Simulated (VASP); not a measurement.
# H11C7O in VASP: notebook, part 2 of 2

VASP 6.6.1. The steps go on from the part before.

## 3. Single point, PBE+D3(BJ)

Input file INCAR:

```
SYSTEM = H11C7O
PREC = Accurate
ENCUT = 520
EDIFF = 1E-6
ISMEAR = -1
SIGMA = 0.05
LREAL = Auto
LASPH = .True.
NELM = 100
ALGO = Normal
ISIF = 2
LWAVE = .False.
LCHARG = .True.
GGA = PE
IVDW = 12
LELF = .True.
LVHAR = .True.
NBANDS = 70
```

Input file KPOINTS:

```
Automatic mesh
0
Gamma
  1 1 1
  0 0 0
```

Input file POSCAR:

```
H11C7O
1.0
    8.9093790000      0.0000000000      0.0000000000
    0.0000000000      8.9093790000      0.0000000000
    0.0000000000      0.0000000000      8.9093790000
C O H
14 2 22
Direct
    0.9097940496      0.3432337989      0.6024101119
    0.8163531936      0.3735277173      0.4718061719
    0.4747468931      0.4267300785      0.7543398928
    0.5955746186      0.5278257890      0.8252427021
    0.5422263437      0.7732862189      0.4310289191
    0.4758805299      0.7994047621      0.5462221329
    0.8439420974      0.8274650792      0.8229978767
    0.8392391883      0.9088287747      0.7157962412
    0.1001192115     -0.0152423643      0.3033095797
    0.0280827654     -0.0173749484      0.1821788028
    0.0277123692      0.6094364153      0.1593152564
   -0.0087548189      0.4930197716      0.1112086488
    0.3899261666      0.3709012716      0.1995761994
    0.4291769381      0.2442145519      0.1634457351
    0.7243714742      0.2464706014      0.4433193380
    0.5193179008      0.6282143795      0.9224660888
    0.6985784307      0.2488388921      0.3366115641
    0.7369537203      0.4715929135      0.5005287125
    0.8792756487      0.4112856800      0.3728879420
    0.9972075495      0.4404571856      0.5841260092
    0.8603854433      0.3273741077      0.7108127289
    0.9761735358      0.2479746344      0.5761232068
    0.5653480450      0.7209368913      0.8998045767
    0.6866359597      0.4570913416      0.8808919230
    0.6515830116      0.5857535076      0.7292876417
    0.5184760913      0.3250731617      0.6924276092
    0.4010717245      0.3843814479      0.8525397786
    0.3980187620      0.4946809424      0.6916194720
    0.4264719236      0.8259049256      0.6534349925
    0.5894237971      0.7246071808      0.3282159172
    0.8338965039      0.9692594736      0.6066191594
    0.8950118746      0.7647109860      0.9202773841
   -0.0319438650      0.0029743936      0.0783668536
    0.1823471647     -0.0327295539      0.3915536650
   -0.0520350521      0.3910149069      0.0493300375
    0.0394864782      0.7268744544      0.1915846211
    0.4420510116      0.1367659856      0.1140259046
    0.3285077445      0.4715255687      0.2162103554
```

Potentials or basis: VASP PAW PBE potentials, release 64 (C, O, H).

Launch:

```
> cat potpaw_PBE.64/C/POTCAR potpaw_PBE.64/O/POTCAR potpaw_PBE.64/H/POTCAR > POTCAR
> mpirun -np 1 vasp_gam > vasp.out
```

Run time: 2.5 min. Hardware: 1 thread of Intel Xeon 6975P-C, shared host; peak memory 0.66 GiB.

It converged, with:

```
Free energy                : -208.5403 eV
Pressure                   : -0.6 GPa
Largest force              : 6.745 eV/Å
Band gap on the k mesh     : 4.17 eV
Dispersion energy per atom : -0.030 eV
```

Forces on the atoms (eV/Å):
```
C    3.053  2.092 -1.005
C   -2.829  1.549 -0.007
C   -0.139 -1.578  2.141
C    0.283 -1.671 -1.398
C    0.190 -0.842 -0.984
C   -0.075  0.261  0.501
C    1.476 -1.371  2.486
C   -0.227  1.240 -2.484
C   -1.439 -0.365 -3.307
C    1.831  0.575  3.084
C    0.947  4.814  1.649
C   -2.074 -5.676 -2.996
C    0.260 -1.979 -0.686
C   -0.727  1.807  0.331
O   -0.205 -0.686 -0.907
O   -0.090 -0.705  0.348
H   -0.275 -0.103  0.335
H    0.703 -0.589 -0.364
H    0.237 -0.287 -0.016
H   -1.037 -1.114  1.490
H   -0.464  0.418  0.638
H    0.785 -1.346 -0.066
H    0.534  1.653  0.099
H   -0.804  0.641 -0.023
H   -0.049  0.147  0.567
H   -0.274  0.973  0.242
H    0.913  0.205 -1.043
H   -0.336  0.378 -0.929
H    0.050 -0.018 -0.265
H   -0.224  0.576  0.670
H   -0.189 -0.443  1.212
H   -1.105  0.590 -1.177
H    0.064 -0.180  0.344
H   -0.432  0.148 -0.138
H    0.850  1.371  1.142
H    0.309 -0.593  0.154
H    0.386 -0.469  0.057
H    0.124  0.578  0.302
```

Stress tensor (GPa, compression positive):
```
-0.76  0.31  0.17
 0.31  0.56  0.57
 0.17  0.57 -1.46
```

Levels at points of the mesh, in eV from the valence-band top:
| k point | band 43 | band 44 | band 45 | band 46 | band 47 | band 48 |
| --- | --- | --- | --- | --- | --- | --- |
| (0.00, 0.00, 0.00) | -1.10 | -0.46 | 0.00 | 4.17 | 4.46 | 4.62 |

Caveat: the k points lie up to 0.71 Å⁻¹ apart.

## 4. Single point, PBE+D3(BJ)

Changes to INCAR since step 3:

```diff
@@ -3,3 +3,3 @@
 ENCUT = 520
-EDIFF = 1E-6
+EDIFF = 1E-7
 ISMEAR = -1
@@ -8,3 +8,3 @@
 LASPH = .True.
-NELM = 100
+NELM = 80
 ALGO = Normal
```

KPOINTS is that of step 3.

Input file POSCAR:

```
H11C7O
1.0
    8.9093790000      0.0000000000      0.0000000000
    0.0000000000      8.9093790000      0.0000000000
    0.0000000000      0.0000000000      8.9093790000
C O H
14 2 22
Direct
    0.9111746172      0.3579037327      0.6027356115
    0.8188112774      0.3739093376      0.4672716247
    0.4466865760      0.4218700316      0.7736678393
    0.5741477605      0.5228871732      0.8247488405
    0.5503975081      0.7739372183      0.4212863770
    0.4859710200      0.7814910557      0.5383989165
    0.8647628527      0.8521918307      0.8289691122
    0.8472195425      0.9109838071      0.7058741131
    0.0925541500     -0.0358161888      0.2852275114
    0.0088333878     -0.0215054270      0.1775320143
    0.0317642790      0.6008275100      0.1696414531
   -0.0537972400      0.5056020178      0.1243745496
    0.4008360179      0.3723604081      0.1970507709
    0.4182558627      0.2439339487      0.1544552095
    0.7428688352      0.2379290408      0.4363603793
    0.5242003960      0.6381365076      0.9348911972
    0.6549502496      0.2712310252      0.3753460258
    0.7414321470      0.4690001402      0.4860271406
    0.8902528448      0.4145743491      0.3711482024
    1.0031226643      0.4354175527      0.6072926070
    0.8361188810      0.3556364591      0.7000712395
    0.9740409517      0.2499500807      0.5912421057
    0.5932287761      0.7168064127      0.9124317194
    0.6748169541      0.4606830622      0.8732370685
    0.6030274388      0.6109628965      0.7425433355
    0.4910443253      0.3471734674      0.6926633158
    0.4180538284      0.3502825506      0.8653914038
    0.3538181505      0.4802130429      0.7185237041
    0.4293228518      0.7724556336      0.6417282282
    0.6270807427      0.7721974786      0.3306178803
    0.8247039440      0.9705502482      0.5989530808
    0.8568049468      0.7764289745      0.9269108431
   -0.0719803255     -0.0455811791      0.0871890173
    0.1312773876     -0.0199677217      0.4020257753
   -0.1026334159      0.3962565741      0.0838217793
    0.0884797919      0.6931347291      0.2176919401
    0.4569005315      0.1284489076      0.1353629697
    0.3897129082      0.4912912561      0.2309364098
```

Launch:

```
> cat potpaw_PBE.64/C/POTCAR potpaw_PBE.64/O/POTCAR potpaw_PBE.64/H/POTCAR > POTCAR
> mpirun -np 1 vasp_gam > vasp.out
```

It took 3 min on 1 thread of Intel Xeon 6975P-C, shared host; peak memory 0.66 GiB.

Results (log left out):

* Free energy: -208.6702 eV
* Pressure: -0.4 GPa
* Largest force: 2.218 eV/Å
* Band gap on the k mesh: 4.55 eV
* Dispersion energy per atom: -0.030 eV

Forces on the atoms (eV/Å):
```
C    0.694 -1.814  0.379
C    0.467  1.789 -1.225
C    0.867  0.915  0.344
C    0.023  1.583  0.249
C    0.882  0.058 -0.904
C   -0.594 -0.172  0.813
C   -0.670 -0.438 -0.525
C   -0.160  0.109  0.261
C   -0.675  0.822  0.793
C   -0.222 -0.866 -0.006
C   -0.541 -0.215 -0.106
C   -0.311 -1.993 -0.759
C    0.070  0.652  0.147
C    0.668 -0.392  0.452
O   -1.427  0.225 -0.828
O   -0.764 -1.310  0.808
H    0.637 -0.776  0.440
H   -0.385 -0.122 -0.082
H   -0.352 -0.591  0.328
H    0.205  1.082  0.362
H    0.492  0.003  0.383
H   -0.442  0.083  0.371
H    0.409  0.966  0.205
H   -0.886  0.394 -0.609
H    0.808 -1.444 -1.072
H    0.675 -0.885 -1.192
H   -0.897 -0.326  0.796
H   -0.170  0.160  0.410
H   -0.473  0.146  0.623
H    0.119 -0.030 -0.586
H    0.324 -0.454  0.990
H    0.447  0.685 -0.741
H    0.843  0.549  0.473
H    0.140 -0.262 -1.154
H    0.447  1.650  0.507
H    0.397  0.530  0.128
H   -0.602  0.813 -0.051
H   -0.043 -1.123 -0.419
```

Stress tensor (GPa, compression positive):
```
-0.38  0.47 -0.91
 0.47 -1.02  0.43
-0.91  0.43  0.16
```

Levels at points of the mesh, in eV from the valence-band top:
```tsv
k point	band 41	band 42	band 43	band 44	band 45	band 46	band 47	band 48	band 49	band 50
(0.00, 0.00, 0.00)	-1.23	-1.16	-1.15	-0.27	0.00	4.55	4.71	4.78	4.86	4.96
```

Caveat: the k points lie up to 0.71 Å⁻¹ apart.
